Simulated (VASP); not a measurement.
# Au (Pm-3m) in VASP: notebook

Au is run at these levels: LDA, PBEsol; tasks: single point.

All numbers are computed with VASP 6.6.1; they aren't measurements. Logs are shortened: lines on timing, memory, paths and dates and some standing lists are left out, and cuts for length are marked.

**1. The cell of the first run**

Symmetry: Pm-3m, No. 221, cubic system. The conventional cell has a = 2.666 Å, b = 2.666 Å, c = 2.666 Å, α = 90.00°, β = 90.00°, γ = 90.00°. Within 3.5 Å of Au (site symmetry m-3m) lie 6 Au at 2.67 Å.

**2. Single point, LDA**

INCAR reads:

```
SYSTEM = Au
ALGO = Fast
EDIFF = 1E-7
ENCUT = 520
ISIF = 2
ISMEAR = -1
LASPH = .True.
LCHARG = .False.
LREAL = .False.
LWAVE = .False.
NBANDS = 12
NELM = 60
PREC = Accurate
SIGMA = 0.05
```

KPOINTS reads:

```
k-points
0
Gamma
  10 10 10
  0 0 0
```

POSCAR reads:

```
Au
1.0
    2.6663410690      0.0000000000      0.0000000000
    0.0000000000      2.6663410690      0.0000000000
    0.0000000000      0.0000000000      2.6663410690
Au
1
Direct
    0.5000000000      0.5000000000      0.5000000000
```

Potentials or basis: VASP PAW LDA potentials, release 64 (Au).

The run is started by

```sh
> cat potpaw_LDA.64/Au/POTCAR > POTCAR
> mpirun -np 1 vasp_std > vasp.out
```

OUTCAR:

```text
SYSTEM = Au
   EDIFF = 1E-7
   ENCUT = 520
   ISIF = 2
   ISMEAR = -1
   LASPH = .True.
   LREAL = .False.
   NELM = 60
   PREC = Accurate

 ion  position               nearest neighbor table
   1  0.500  0.500  0.500-

  LATTYP: Found a simple cubic cell.
 ALAT       =     2.6663410690

  Lattice vectors:

 A1 = (   2.6663410690,   0.0000000000,   0.0000000000)
 A2 = (   0.0000000000,   2.6663410690,   0.0000000000)
 A3 = (   0.0000000000,   0.0000000000,   2.6663410690)

Analysis of symmetry for initial positions (statically):
=====================================================================
 Subroutine PRICEL returns:
 Original cell was already a primitive cell.

 Routine SETGRP: Setting up the symmetry group for a
 simple cubic supercell.

 Subroutine GETGRP returns: Found 48 space group operations
[... 9 lines left out ...]

 Routine SETGRP: Setting up the symmetry group for a
 simple cubic supercell.

 Subroutine GETGRP returns: Found 48 space group operations
[... 11 lines left out ...]
                                     Primitive cell

  volume of cell :      18.9560

  direct lattice vectors                    reciprocal lattice vectors
     2.666341069  0.000000000  0.000000000     0.375045793  0.000000000  0.000000000
     0.000000000  2.666341069  0.000000000     0.000000000  0.375045793  0.000000000
     0.000000000  0.000000000  2.666341069     0.000000000  0.000000000  0.375045793

  length of vectors
     2.666341069  2.666341069  2.666341069     0.375045793  0.375045793  0.375045793

  position of ions in fractional coordinates (direct lattice)
     0.500000000  0.500000000  0.500000000

  ion indices of the primitive-cell ions
   primitive index   ion index
                 1           1

----------------------------------------------------------------------------------------

 KPOINTS: k-points

Automatic generation of k-mesh.
 Grid dimensions read from file:
 generate k-points for:   10   10   10

 Generating k-lattice:

  Cartesian coordinates                     Fractional coordinates (reciprocal lattice)
     0.037504579  0.000000000  0.000000000     0.100000000  0.000000000  0.000000000
     0.000000000  0.037504579  0.000000000     0.000000000  0.100000000  0.000000000
     0.000000000  0.000000000  0.037504579     0.000000000  0.000000000  0.100000000

  Length of vectors
     0.037504579  0.037504579  0.037504579

  Shift w.r.t. Gamma in fractional coordinates (k-lattice)
     0.000000000  0.000000000  0.000000000

 Subroutine IBZKPT returns following result:
 ===========================================

 Found     56 irreducible k-points:

 Following reciprocal coordinates:
            Coordinates               Weight
  0.000000  0.000000  0.000000      1.000000
  0.100000  0.000000  0.000000      6.000000
  0.200000  0.000000  0.000000      6.000000
  0.300000  0.000000  0.000000      6.000000
  0.400000  0.000000  0.000000      6.000000
  0.500000  0.000000  0.000000      3.000000
[... 16 lines left out ...]
  0.200000  0.100000  0.100000     24.000000
  0.300000  0.100000  0.100000     24.000000
 [... further k-points ...]
   k-points           NKPTS =     56   k-points in BZ     NKDIM =     56   number of bands    NBANDS=     12
   number of dos      NEDOS =    301   number of ions     NIONS =      1
   total plane-waves  NPLWV =   8000
   dimension x,y,z NGX =    20 NGY =   20 NGZ =   20
   dimension x,y,z NGXF=    40 NGYF=   40 NGZF=   40
   ions per type =               1
   NGX,Y,Z   is equivalent  to a cutoff of  12.47, 12.47, 12.47 a.u.
   NGXF,Y,Z  is equivalent  to a cutoff of  24.94, 24.94, 24.94 a.u.
 SYSTEM =  Au
   PREC   = accura    normal or accurate (medium, high low for compatibility)
   ISTART =      0    job   : 0-new  1-cont  2-samecut
   ICHARG =      2    charge: 1-file 2-atom 10-const
   ISPIN  =      1    spin polarized calculation?
   LNONCOLLINEAR =      F non collinear calculations
   LSORBIT =      F    spin-orbit coupling
   LASPH  =      T    aspherical Exc in radial PAW
   ENCUT  =  520.0 eV  38.22 Ry    6.18 a.u.   4.96  4.96  4.96*2*pi/ulx,y,z
   NELM   =     60;   NELMIN=  2; NELMDL= -5     # of ELM steps
   EDIFF  = 0.1E-06   stopping-criterion for ELM
   LREAL  =      F    real-space projection
   EDIFFG = 0.1E-05   stopping-criterion for IOM
   NSW    =      0    number of steps for IOM
   IBRION =     -1    ionic relax: 0-MD 1-quasi-New 2-CG
   NFREE  =      0    steps in history (QN), initial steepest desc. (CG)
   ISIF   =      2    stress and relaxation
   ISYM   =      2    0-nonsym 1-usesym 2-fastsym
   POTIM  = 0.5000    time-step for ionic-motion
   TEBEG  =    0.0;   TEEND  =   0.0 temperature during run
   PSTRESS=    0.0 pullay stress
   NELECT =      11.0000    total number of electrons
   NUPDOWN=      -1.0000    fix difference up-down
   EMIN   =  10.00;   EMAX   =-10.00  energy-range for DOS
   EFERMI =   0.00;   METHOD = LEGACY
   ISMEAR =    -1;   SIGMA  =   0.05  broadening in eV -4-tet -1-fermi 0-gaus
   EFERMI_NEDOS =   21; number of points for ismear=-14 and -15
   IALGO  =     68    algorithm
   IMIX   =      4    mixing-type and parameters
     AMIX     =   0.40;   BMIX     =  1.00
     AMIX_MAG =   1.60;   BMIX_MAG =  1.00
  volume/ion in A,a.u.               =      18.96       127.92
  Fermi-wavevector in a.u.,A,eV,Ry     =   1.365495  2.580411 25.369094  1.864576
  Thomas-Fermi vector in A             =   2.491718
   LORBIT       =      0    0 simple, 1 ext, 2 COOP (PROOUT), +10 PAW based schemes
   GGA     = CA    functional components
   LHFCALC =     F    Hartree Fock is set to
   AEXX    =    0.0000 exact exchange contribution
   IVDW    =     0    specifies the selected vdW correction
   LEPSILON=     F    determine dielectric tensor
   LRPA    =     F    only Hartree local field effects (RPA)
 non-spin polarized calculation
 RMM-DIIS sequential band-by-band and
  energy-cutoff  :      520.00
  volume of cell :       18.96
 maximum number of plane-waves:       536
 NGX is ok and might be reduce to    20
   NGX =  9   NGY =  9   NGZ =  9

 number of electron      11.0000002 magnetization

 Free energy of the ion-electron system (eV)
  ---------------------------------------------------
  ext. energy  EPLUGINS =         0.00000000
  ---------------------------------------------------
  free energy    TOTEN  =        -4.15663355 eV

  energy without entropy =       -4.15250239  energy(sigma->0) =       -4.15456797

 E-fermi :   7.2700     XC(G=0): -12.2469

 val. band max:        7.2608030013   @ k =   0.5000   0.5000   0.3000
 cond. band min:       7.2885021129   @ k =   0.5000   0.5000   0.4000
 fundamental gap:      0.0276991115
 Fermi energy:         7.2699564450

 k-point     1 :       0.0000    0.0000    0.0000
  band No.  band energies     occupation
      1      -1.2798      2.00000
      2       0.9979      2.00000
      3       0.9979      2.00000
      4       5.8955      2.00000
      5       5.8955      2.00000
      6       5.8955      2.00000
      7      21.5662      0.00000
      8      21.5662      0.00000
      9      21.5662      0.00000
     10      26.9305      0.00000
     11      29.4536      0.00000
     12      29.4536      0.00000

 k-point     2 :       0.1000    0.0000    0.0000
  band No.  band energies     occupation
      1      -1.0227      2.00000
      2       1.0397      2.00000
      3       1.2177      2.00000
      4       5.7068      2.00000
      5       5.7068      2.00000
      6       5.9107      2.00000
      7      19.7813      0.00000
      8      22.0031      0.00000
      9      22.0031      0.00000
     10      27.7628      0.00000
     11      28.4305      0.00000
     12      30.7420      0.00000

 k-point     3 :       0.2000    0.0000    0.0000
  band No.  band energies     occupation
      1      -0.3871      2.00000
      2       1.1514      2.00000
      3       1.9477      2.00000
      4       5.2450      2.00000
      5       5.2450      2.00000
      6       5.9508      2.00000
      7      16.7969      0.00000
      8      23.1757      0.00000
      9      23.1757      0.00000
     10      26.6411      0.00000
     11      27.9878      0.00000
     12      34.3276      0.00000

 k-point     4 :       0.3000    0.0000    0.0000
  band No.  band energies     occupation
      1       0.2983      2.00000
      2       1.2936      2.00000
      3       3.3098      2.00000
      4       4.7271      2.00000
      5       4.7271      2.00000
      6       6.0007      2.00000
      7      13.8706      0.00000
      8      24.7598      0.00000
      9      24.7598      0.00000
     10      25.0733      0.00000
     11      27.5375      0.00000
     12      34.7792      0.00000

 k-point     5 :       0.4000    0.0000    0.0000
  band No.  band energies     occupation
      1       0.7883      2.00000
      2       1.4125      2.00000
      3       4.3422      2.00000
      4       4.3422      2.00000
      5       5.1493      2.00000
      6       6.0414      2.00000
      7      11.2556      0.00000
      8      24.0426      0.00000
      9      26.3156      0.00000
     10      26.3156      0.00000
     11      26.6420      0.00000
     12      33.7594      0.00000

 k-point     6 :       0.5000    0.0000    0.0000
  band No.  band energies     occupation
      1       0.9678      2.00000
      2       1.4588      2.00000
      3       4.2022      2.00000
      4       4.2022      2.00000
      5       6.0571      2.00000
      6       6.4349      2.00000
      7       9.7533      0.00000
      8      23.6848      0.00000
      9      26.1628      0.00000
     10      27.0675      0.00000
     11      27.0675      0.00000
     12      33.0934      0.00000

 k-point     7 :       0.1000    0.1000    0.0000
  band No.  band energies     occupation
      1      -0.7609      2.00000
      2       1.1750      2.00000
      3       1.3383      2.00000
      4       5.5094      2.00000
      5       5.6971      2.00000
      6       5.7509      2.00000
      7      19.9127      0.00000
      8      20.4473      0.00000
      9      22.4440      0.00000
     10      27.9403      0.00000
     11      29.8537      0.00000
     12      30.3173      0.00000

 k-point     8 :       0.2000    0.1000    0.0000
  band No.  band energies     occupation
      1      -0.1232      2.00000
      2       1.3286      2.00000
      3       2.0133      2.00000
      4       5.0397      2.00000
      5       5.2631      2.00000
      6       5.7724      2.00000
      7      17.1503      0.00000
      8      21.1777      0.00000
      9      23.6299      0.00000
     10      26.8485      0.00000
     11      29.7248      0.00000
     12      32.9874      0.00000
[... 166 lines left out ...]
 k-point    20 :       0.5000    0.4000    0.0000
  band No.  band energies     occupation
      1       1.2273      2.00000
      2       1.8090      2.00000
      3       4.4752      2.00000
      4       4.6363      2.00000
      5       6.3183      2.00000
      6      10.5089      0.00000
      7      10.6353      0.00000
      8      16.2058      0.00000
      9      19.8765      0.00000
     10      27.6860      0.00000
     11      28.8888      0.00000
     12      30.2557      0.00000

 k-point    21 :       0.5000    0.5000    0.0000
  band No.  band energies     occupation
      1       1.0397      2.00000
      2       1.8716      2.00000
      3       4.5049      2.00000
      4       4.5049      2.00000
      5       7.1890      1.66942
      6      11.0616      0.00000
      7      11.0616      0.00000
      8      14.5591      0.00000
      9      19.3035      0.00000
     10      28.1818      0.00000
     11      28.1818      0.00000
     12      30.0004      0.00000

 k-point    22 :       0.1000    0.1000    0.1000
  band No.  band energies     occupation
      1      -0.4912      2.00000
      2       1.3799      2.00000
      3       1.3799      2.00000
      4       5.4878      2.00000
      5       5.5494      2.00000
      6       5.5494      2.00000
      7      20.0246      0.00000
      8      20.8539      0.00000
      9      20.8539      0.00000
     10      29.4806      0.00000
     11      29.4806      0.00000
     12      30.5852      0.00000

 k-point    23 :       0.2000    0.1000    0.1000
  band No.  band energies     occupation
      1       0.1597      2.00000
      2       1.4919      2.00000
      3       2.0716      2.00000
      4       5.0572      2.00000
      5       5.0680      2.00000
      6       5.5827      2.00000
      7      17.4990      0.00000
      8      21.2523      0.00000
      9      21.8983      0.00000
     10      27.9297      0.00000
     11      30.5935      0.00000
     12      32.4484      0.00000

 k-point    24 :       0.3000    0.1000    0.1000
  band No.  band energies     occupation
      1       0.8321      2.00000
      2       1.6377      2.00000
      3       3.1950      2.00000
      4       4.5038      2.00000
      5       4.8364      2.00000
      6       5.6441      2.00000
      7      14.5197      0.00000
      8      22.4212      0.00000
      9      23.1095      0.00000
     10      26.6884      0.00000
     11      29.7673      0.00000
     12      32.3475      0.00000

 [... further k-points ...]

------------------------ aborting loop because EDIFF is reached ----------------------------------------

  FORCE on cell =-STRESS in cart. coord.  units (eV):
  Direction    XX          YY          ZZ          XY          YZ          ZX
  --------------------------------------------------------------------------------------
  -------------------------------------------------------------------------------------
  Total        0.0633338      0.0633338      0.0633338      0.0000000     -0.0000000     -0.0000000
  in kB        5.3530178      5.3530178      5.3530178      0.0000000     -0.0000000     -0.0000000
  external PRESSURE =       5.3530178 kB  Pullay stress =       0.0000000 kB

 VOLUME and BASIS-vectors are now :
 -----------------------------------------------------------------------------
  energy-cutoff  :      520.00
  volume of cell :       18.96
      direct lattice vectors                 reciprocal lattice vectors
     2.666341069  0.000000000  0.000000000     0.375045793  0.000000000  0.000000000
     0.000000000  2.666341069  0.000000000     0.000000000  0.375045793  0.000000000
     0.000000000  0.000000000  2.666341069     0.000000000  0.000000000  0.375045793

 POSITION                                       TOTAL-FORCE (eV/Angst)
 -----------------------------------------------------------------------------------
      1.33317      1.33317      1.33317         0.000000      0.000000      0.000000
 -----------------------------------------------------------------------------------
    total drift:                               -0.000000      0.000000     -0.000000

  FREE ENERGIE OF THE ION-ELECTRON SYSTEM (eV)
  ---------------------------------------------------
  free  energy   TOTEN  =        -4.1566335479 eV

  energy  without entropy=       -4.1525023938  energy(sigma->0) =       -4.15456797
```

Run time: 4.2 s. Hardware: 1 thread of Intel Xeon 6975P-C (Granite Rapids), shared host; peak memory 0.12 GiB.

Results:

```
Free energy : -4.1566 eV
Pressure    : 0.5 GPa
```

Caveat: spin-orbit coupling is left out, which moves the levels of the heavy elements.

**3. Single point, PBEsol**

This run uses another cell than the first one, of 19.55 Å³/atom, 1.031 times its volume.

INCAR reads:

```
  PREC = Accurate
  ENCUT = 520
  EDIFF = 1E-6
  ISMEAR = -1
  SIGMA = 0.05
  LREAL = F
  LASPH = T
  NELM = 80
  ALGO = Normal
  ISIF = 2
  LWAVE = F
  LCHARG = T
  GGA = PS
  LELF = T
  LVHAR = T
  NBANDS = 12
```

KPOINTS reads:

```
Automatic mesh
0
Gamma
  10 10 10
```

POSCAR reads:

```
Au
1.0
    2.6936948660      0.0000000000      0.0000000000
    0.0000000000      2.6936948660      0.0000000000
    0.0000000000      0.0000000000      2.6936948660
Au
1
Direct
    0.5000000000      0.5000000000      0.5000000000
```

Potentials or basis: VASP PAW PBE potentials, release 64 (Au).

The run is started by

```sh
> cat potpaw_PBE.64/Au/POTCAR > POTCAR
> mpirun -np 1 vasp_std > vasp.out
```

Run time: 3.8 s. Hardware: 1 thread of Intel Xeon 6975P-C (Granite Rapids), shared host; peak memory 0.13 GiB.

It converged, with:

```yaml
Free_energy: -3.6411 eV
Pressure: -0.2 GPa
```

Levels at points of the mesh, in eV from the Fermi level:
```tsv
k point	band 2	band 3	band 4	band 5	band 6	band 7	band 8	band 9
(0.00, 0.00, 0.00)	-5.99	-5.99	-1.36	-1.36	-1.36	14.18	14.18	14.18
(0.50, 0.00, 0.00)	-5.55	-2.95	-2.95	-1.21	-0.71	2.35	16.42	18.75
(0.50, 0.50, 0.00)	-5.17	-2.67	-2.67	-0.12	3.82	3.82	6.98	11.77
(0.50, 0.50, 0.50)	-5.20	-5.20	-0.01	-0.01	8.69	8.69	8.69	10.02
```

Caveat: the PAW data sets were made with another functional, which shifts forces and pressure a little; spin-orbit coupling is left out, which moves the levels of the heavy elements.
